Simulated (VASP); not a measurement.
Wanted: the native input for a VASP 6.6.1 run.

| Item | Value |
| --- | --- |
| Task | single point |
| Functional | PBE |
| Potentials or basis | VASP PAW PBE potentials, release 64 (Ti_sv, W_sv) |
| Cutoff | 520 eV |
| k mesh | 10 × 10 × 6 |
| Occupations | gaussian, width 0.1 eV |
| Spin | no spin polarisation |
| Dipole correction | no |
| Further INCAR settings | ALGO = Fast; EDIFF = 1e-06; NBANDS = 47 |

The structure of Ti2W lies in POSCAR:

```
Ti2W
1.0
    3.7452738654      0.0000000000      0.0000000000
    0.0000000000      3.7452738654      0.0000000000
    0.0000000000      0.0000000000      7.4586480435
Ti W
4 2
Direct
    0.0000000000      0.0000000000      0.0000000000
    0.5000000000      0.5000000000      0.0000000000
    0.0000000000      0.5000000000      0.3639878534
    0.5000000000      0.0000000000      0.6360121466
    0.0000000000      0.5000000000      0.7368943811
    0.5000000000      0.0000000000      0.2631056189
```

One way to write it, as run:

INCAR

```
SYSTEM = Ti2W
  PREC = Accurate
  ENCUT = 520
  EDIFF = 1E-6
  ISMEAR = 0
  SIGMA = 0.1
  LREAL = .False.
  LASPH = .True.
  NELM = 100
  ALGO = Fast
  ISIF = 2
  LWAVE = .False.
  LCHARG = .False.
  GGA = PE
  NBANDS = 47
```

KPOINTS

```
Automatic mesh
0
Gamma
  10 10 6
  0 0 0
```

Potentials or basis: VASP PAW PBE potentials, release 64 (Ti_sv, W_sv).

Launch:

```bash
$ cat potpaw_PBE.64/Ti_sv/POTCAR potpaw_PBE.64/W_sv/POTCAR > POTCAR
$ mpirun -np 1 vasp_std > vasp.out
```

Results of the run:

| Quantity | Value |
| --- | --- |
| Pressure | 0.0 GPa |
| Largest force | 0.008 eV/Å |
| Band gap on the k mesh | zero (bands 38 and 39 overlap by 0.81 eV) |

Caveat: spin-orbit coupling is left out, which moves the levels of the heavy elements.

Wall time 37 min on 1 thread of Intel Xeon 8259CL, on a shared host, peak memory 0.44 GiB.
